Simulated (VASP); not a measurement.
# Na4TmSb (F-43m) in VASP: notebook, part 2 of 2

VASP 6.6.1. Earlier steps stand in the parts before.

### 4 Relaxation of cell and atoms, PBE

INCAR reads:

```
  PREC = Accurate
  ENCUT = 500
  EDIFF = 1E-7
  ISMEAR = 0
  SIGMA = 0.1
  LREAL = False
  LASPH = True
  NELM = 200
  ALGO = Normal
  ISIF = 3
  LWAVE = False
  LCHARG = False
  GGA = PE
  IBRION = 2
  NSW = 100
  EDIFFG = -0.01
  GGA_COMPAT = False
  NELMIN = 4
  LMAXMIX = 6
```

KPOINTS reads:

```
regular mesh
0
Gamma
  8 8 8
```

POSCAR reads:

```
Na4TmSb
1.0
    0.0000000000      4.4304922474      4.4304922474
    4.4304922474      0.0000000000      4.4304922474
    4.4304922474      4.4304922474      0.0000000000
Na Tm Sb
4 1 1
Direct
    0.8743747677      0.3752084108      0.3752084108
    0.3752084108      0.3752084108      0.3752084108
    0.3752084108      0.8743747677      0.3752084108
    0.3752084108      0.3752084108      0.8743747677
    0.0000000000      0.0000000000      0.0000000000
    0.7500000000      0.7500000000      0.7500000000
```

Potentials or basis: VASP PAW PBE potentials, release 64 (Na_pv, Tm_3, Sb), 4f in core.

Started as:

```sh
cat potpaw_PBE.64/Na_pv/POTCAR potpaw_PBE.64/Tm_3/POTCAR potpaw_PBE.64/Sb/POTCAR > POTCAR
mpirun -np 1 vasp_std > vasp.out
```

OUTCAR:

```text
PREC = Accurate
   ENCUT = 500
   EDIFF = 1E-7
   ISMEAR = 0
   LREAL = False
   LASPH = True
   NELM = 200
   ISIF = 3
   GGA = PE
   IBRION = 2
   NSW = 100
   EDIFFG = -0.01
   NELMIN = 4

 ion  position               nearest neighbor table
   1  0.874  0.375  0.375-
   2  0.375  0.375  0.375-
   3  0.375  0.874  0.375-
   4  0.375  0.375  0.874-
   5  0.000  0.000  0.000-
   6  0.750  0.750  0.750-

  LATTYP: Found a face centered cubic cell.
 ALAT       =     8.8609844948

  Lattice vectors:

 A1 = (   0.0000000000,   4.4304922474,   4.4304922474)
 A2 = (   4.4304922474,   0.0000000000,   4.4304922474)
 A3 = (   4.4304922474,   4.4304922474,   0.0000000000)

Analysis of symmetry for initial positions (statically):
=====================================================================
 Subroutine PRICEL returns:
 Original cell was already a primitive cell.

 Routine SETGRP: Setting up the symmetry group for a
 face centered cubic supercell.

 Subroutine GETGRP returns: Found 24 space group operations
 (whereof 24 operations were pure point group operations)
 out of a pool of 48 trial point group operations.

The static configuration has the point symmetry T_d .

Analysis of symmetry for dynamics (positions and initial velocities):
=====================================================================
 Subroutine PRICEL returns:
 Original cell was already a primitive cell.

 Routine SETGRP: Setting up the symmetry group for a
 face centered cubic supercell.

 Subroutine GETGRP returns: Found 24 space group operations
 (whereof 24 operations were pure point group operations)
 out of a pool of 48 trial point group operations.

The dynamic configuration has the point symmetry T_d .

 Subroutine INISYM returns: Found 24 space group operations
 (whereof 24 operations are pure point group operations),
 and found     1 'primitive' translations

----------------------------------------------------------------------------------------

                                     Primitive cell

  volume of cell :     173.9346

  direct lattice vectors                    reciprocal lattice vectors
     0.000000000  4.430492247  4.430492247    -0.112854277  0.112854277  0.112854277
     4.430492247  0.000000000  4.430492247     0.112854277 -0.112854277  0.112854277
     4.430492247  4.430492247  0.000000000     0.112854277  0.112854277 -0.112854277

  length of vectors
     6.265662224  6.265662224  6.265662224     0.195469342  0.195469342  0.195469342

  position of ions in fractional coordinates (direct lattice)
     0.874374768  0.375208411  0.375208411
     0.375208411  0.375208411  0.375208411
     0.375208411  0.874374768  0.375208411
     0.375208411  0.375208411  0.874374768
     0.000000000  0.000000000  0.000000000
     0.750000000  0.750000000  0.750000000

  ion indices of the primitive-cell ions
   primitive index   ion index
                 1           1
                 2           2
                 3           3
                 4           4
                 5           5
                 6           6

[... 28 lines left out ...]
  0.000000  0.000000  0.000000      1.000000
  0.125000  0.000000  0.000000      8.000000
  0.250000  0.000000  0.000000      8.000000
  0.375000  0.000000  0.000000      8.000000
  0.500000  0.000000  0.000000      4.000000
  0.125000  0.125000  0.000000      6.000000
[... 16 lines left out ...]
  0.500000  0.250000  0.125000     48.000000
 -0.375000  0.250000  0.125000     24.000000
 [... further k-points ...]
   k-points           NKPTS =     29   k-points in BZ     NKDIM =     29   number of bands    NBANDS=     25
   number of dos      NEDOS =    301   number of ions     NIONS =      6
   total plane-waves  NPLWV = 110592
   dimension x,y,z NGX =    48 NGY =   48 NGZ =   48
   dimension x,y,z NGXF=    96 NGYF=   96 NGZF=   96
   ions per type =               4   1   1
   NGX,Y,Z   is equivalent  to a cutoff of  12.74, 12.74, 12.74 a.u.
   NGXF,Y,Z  is equivalent  to a cutoff of  25.47, 25.47, 25.47 a.u.
 SYSTEM =  unknown system
   PREC   = accura    normal or accurate (medium, high low for compatibility)
   ISTART =      0    job   : 0-new  1-cont  2-samecut
   ICHARG =      2    charge: 1-file 2-atom 10-const
   ISPIN  =      1    spin polarized calculation?
   LNONCOLLINEAR =      F non collinear calculations
   LSORBIT =      F    spin-orbit coupling
   LASPH  =      T    aspherical Exc in radial PAW
   ENCUT  =  500.0 eV  36.75 Ry    6.06 a.u.  11.42 11.42 11.42*2*pi/ulx,y,z
   NELM   =    200;   NELMIN=  4; NELMDL= -5     # of ELM steps
   EDIFF  = 0.1E-06   stopping-criterion for ELM
   LREAL  =      F    real-space projection
   EDIFFG = -.1E-01   stopping-criterion for IOM
   NSW    =    100    number of steps for IOM
   IBRION =      2    ionic relax: 0-MD 1-quasi-New 2-CG
   NFREE  =      1    steps in history (QN), initial steepest desc. (CG)
   ISIF   =      3    stress and relaxation
   ISYM   =      2    0-nonsym 1-usesym 2-fastsym
   POTIM  = 0.5000    time-step for ionic-motion
   TEBEG  =    0.0;   TEEND  =   0.0 temperature during run
   PSTRESS=    0.0 pullay stress
   NELECT =      42.0000    total number of electrons
   NUPDOWN=      -1.0000    fix difference up-down
   EMIN   =  10.00;   EMAX   =-10.00  energy-range for DOS
   EFERMI =   0.00;   METHOD = LEGACY
   ISMEAR =     0;   SIGMA  =   0.10  broadening in eV -4-tet -1-fermi 0-gaus
   EFERMI_NEDOS =   21; number of points for ismear=-14 and -15
   IALGO  =     38    algorithm
   IMIX   =      4    mixing-type and parameters
     AMIX     =   0.40;   BMIX     =  1.00
     AMIX_MAG =   1.60;   BMIX_MAG =  1.00
  volume/ion in A,a.u.               =      28.99       195.63
  Fermi-wavevector in a.u.,A,eV,Ry     =   1.019442  1.926466 14.140024  1.039262
  Thomas-Fermi vector in A             =   2.152956
   LORBIT       =      0    0 simple, 1 ext, 2 COOP (PROOUT), +10 PAW based schemes
   GGA     = PE    functional components
   LHFCALC =     F    Hartree Fock is set to
   AEXX    =    0.0000 exact exchange contribution
   IVDW    =     0    specifies the selected vdW correction
   LEPSILON=     F    determine dielectric tensor
   LRPA    =     F    only Hartree local field effects (RPA)
 conjugate gradient relaxation of ions
 non-spin polarized calculation
 Gauss-broadening in eV      SIGMA  =   0.10
  energy-cutoff  :      500.00
  volume of cell :      173.93
 maximum number of plane-waves:      4477
 NGX is ok and might be reduce to    48

 number of electron      42.0000038 magnetization

 Free energy of the ion-electron system (eV)
  ---------------------------------------------------
  ext. energy  EPLUGINS =         0.00000000
  ---------------------------------------------------
  free energy    TOTEN  =       -13.00782185 eV

  energy without entropy =      -12.99656534  energy(sigma->0) =      -13.00219359

 E-fermi :   2.6984     XC(G=0):  -8.1965

 val. band max:        2.6914989349   @ k =   0.2500   0.1250   0.0000
 cond. band min:       2.7378255546   @ k =   0.3750   0.0000   0.0000
 fundamental gap:      0.0463266196
 Fermi energy:         2.6983506494

 k-point     1 :       0.0000    0.0000    0.0000
  band No.  band energies     occupation
      1     -24.5219      2.00000
      2     -24.5219      2.00000
      3     -24.5219      2.00000
      4     -22.2518      2.00000
      5     -22.1454      2.00000
      6     -22.1454      2.00000
[... 661 lines left out ...]
     24       3.4525      0.00000
     25       3.6027      0.00000

 [... further k-points ...]

------------------------ aborting loop because EDIFF is reached ----------------------------------------

  FORCE on cell =-STRESS in cart. coord.  units (eV):
  Direction    XX          YY          ZZ          XY          YZ          ZX
  --------------------------------------------------------------------------------------
  -------------------------------------------------------------------------------------
  Total        0.0380643      0.0380643      0.0380643      0.0000000      0.0000000      0.0000000
  in kB        0.3506246      0.3506246      0.3506246      0.0000000      0.0000000      0.0000000
  external PRESSURE =       0.3506246 kB  Pullay stress =       0.0000000 kB

 VOLUME and BASIS-vectors are now :
 -----------------------------------------------------------------------------
  energy-cutoff  :      500.00
  volume of cell :      173.93
      direct lattice vectors                 reciprocal lattice vectors
     0.000000000  4.430492247  4.430492247    -0.112854277  0.112854277  0.112854277
     4.430492247  0.000000000  4.430492247     0.112854277 -0.112854277  0.112854277
     4.430492247  4.430492247  0.000000000     0.112854277  0.112854277 -0.112854277

 POSITION                                       TOTAL-FORCE (eV/Angst)
 -----------------------------------------------------------------------------------
      3.32472      5.53627      5.53627        -0.004742      0.004742      0.004742
      3.32472      3.32472      3.32472        -0.004742     -0.004742     -0.004742
      5.53627      3.32472      5.53627         0.004742     -0.004742      0.004742
      5.53627      5.53627      3.32472         0.004742      0.004742     -0.004742
      0.00000      0.00000      0.00000         0.000000      0.000000      0.000000
      6.64574      6.64574      6.64574         0.000000      0.000000      0.000000
 -----------------------------------------------------------------------------------
    total drift:                               -0.000000     -0.000000     -0.000000

  FREE ENERGIE OF THE ION-ELECTRON SYSTEM (eV)
  ---------------------------------------------------
  free  energy   TOTEN  =       -13.0078218460 eV

  energy  without entropy=      -12.9965653379  energy(sigma->0) =      -13.00219359

 reached required accuracy - stopping structural energy minimisation
```

Run time: 80 s. Hardware: 1 thread of Intel Xeon 6975P-C (Granite Rapids), shared host; peak memory 0.38 GiB.

What came out:

* Free energy: -13.0078 eV
* Pressure after relaxing: 0.0 GPa
* Largest force after relaxing: 0.008 eV/Å
* Band gap on the k mesh: zero (bands 21 and 22 overlap by 0.61 eV)

Forces in eV/Å, atoms in the order of the input:
```
Na  -0.005  0.005  0.005
Na  -0.005 -0.005 -0.005
Na   0.005 -0.005  0.005
Na   0.005  0.005 -0.005
Tm   0.000  0.000  0.000
Sb   0.000  0.000  0.000
```

Final structure:
```yaml
crystal:
  lattice:
    - [0.00000, 4.43049, 4.43049]
    - [4.43049, 0.00000, 4.43049]
    - [4.43049, 4.43049, 0.00000]
  atoms:
    - { symbol: Na, position: [0.87437, 0.37521, 0.37521] }
    - { symbol: Na, position: [0.37521, 0.37521, 0.37521] }
    - { symbol: Na, position: [0.37521, 0.87437, 0.37521] }
    - { symbol: Na, position: [0.37521, 0.37521, 0.87437] }
    - { symbol: Tm, position: [0.00000, 0.00000, 0.00000] }
    - { symbol: Sb, position: [0.75000, 0.75000, 0.75000] }
```

Levels at points of the mesh, in eV from the Fermi level:
```
           k point  band 19  band 20  band 21  band 22  band 23  band 24
(0.00, 0.00, 0.00)    -1.97    -1.97     0.41     0.41     1.18     1.18
(0.50, 0.00, 0.00)    -2.00    -1.52    -0.03     0.21     0.21     0.77
(0.50, 0.50, 0.00)    -2.24    -1.68    -1.09     0.73     0.73     0.82
```

Caveat: the relaxation stopped at its first step, so nothing moved; spin-orbit coupling is left out, which moves the levels of the heavy elements; the 4f electrons are frozen in the core, so they carry no moment and show no levels.

### 5 The runs side by side

```tsv
task	cell	smearing	gap on the mesh (eV)	pressure (GPa)	largest force (eV/Å)
single point	as given	gaussian 0.1 eV	none	0.0	0.01
single point	as given	tetrahedron	none	0.1	0.02
relaxation of cell and atoms	relaxed	gaussian 0.1 eV	none	0.0	0.01
```

Alike in all rows: level PBE; potentials or basis VASP PAW PBE potentials, release 64 (Na_pv, Tm_3, Sb), 4f in core; no spin polarisation; k mesh 8 × 8 × 8; cutoff (eV) 500.

Caveats: spin-orbit coupling is left out, which moves the levels of the heavy elements; the 4f electrons are frozen in the core, so they carry no moment and show no levels; the relaxation stopped at its first step, so nothing moved (at least some runs).

Absolute energies hang on the potentials; compare differences alone.
